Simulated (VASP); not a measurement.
Set up this calculation in VASP 6.6.1, as the native input.

```yaml
Task: single point
Functional: PBE
Potentials_or_basis: VASP PAW PBE potentials, release 64 (Hf_pv, O)
Cutoff: 520 eV
k_mesh: 8 × 8 × 8
Occupations: gaussian, width 0.02 eV
Spin: no spin polarisation
Dipole_correction: no
Further_INCAR_settings: ALGO = Normal; EDIFF = 1e-06; NBANDS = 18
```

The structure of HfO2 lies in POSCAR:

```
HfO2
1.0
    0.0000000000      2.4593943000      2.4977568000
    2.4977568000      0.0000000000      2.4977568000
    2.4977568000      2.4593943000      0.0000000000
Hf O
1 2
Direct
    0.0414725385     -0.0414725385      0.0414725385
    0.2292637308      0.2707362692      0.2292637308
    0.7292637308      0.7707362692      0.7292637308
```

This cell differs from its parent crystal: strained and its atoms moved.

These files were run (other wordings do the same):

INCAR

```
SYSTEM = HfO2
  PREC = Accurate
  ENCUT = 520
  EDIFF = 1E-6
  ISMEAR = 0
  SIGMA = 0.02
  LREAL = .FALSE.
  LASPH = .TRUE.
  NELM = 80
  ALGO = Normal
  ISIF = 2
  LWAVE = .FALSE.
  LCHARG = .FALSE.
  GGA = PE
  NBANDS = 18
```

KPOINTS

```
regular mesh
0
G
  8 8 8
  0 0 0
```

Potentials or basis: VASP PAW PBE potentials, release 64 (Hf_pv, O).

Launch:

```bash
$ cat potpaw_PBE.64/Hf_pv/POTCAR potpaw_PBE.64/O/POTCAR > POTCAR
$ mpirun -np 1 vasp_std > vasp.out
```

Results of the run:

- Pressure: 30.2 GPa
- Largest force: 3.549 eV/Å
- Band gap on the k mesh: 3.83 eV, indirect (least direct gap 3.94 eV)

Caveat: the cell differs from its parent crystal (strained and its atoms moved); spin-orbit coupling is left out, which moves the levels of the heavy elements; forces of over 1 eV/Å act on the atoms, so gaps and moduli don't describe the material at rest.

It took 31 s on 1 thread of AMD EPYC 7R43 64-Core Processor (Zen 3) (shared host), peak memory 0.14 GiB.
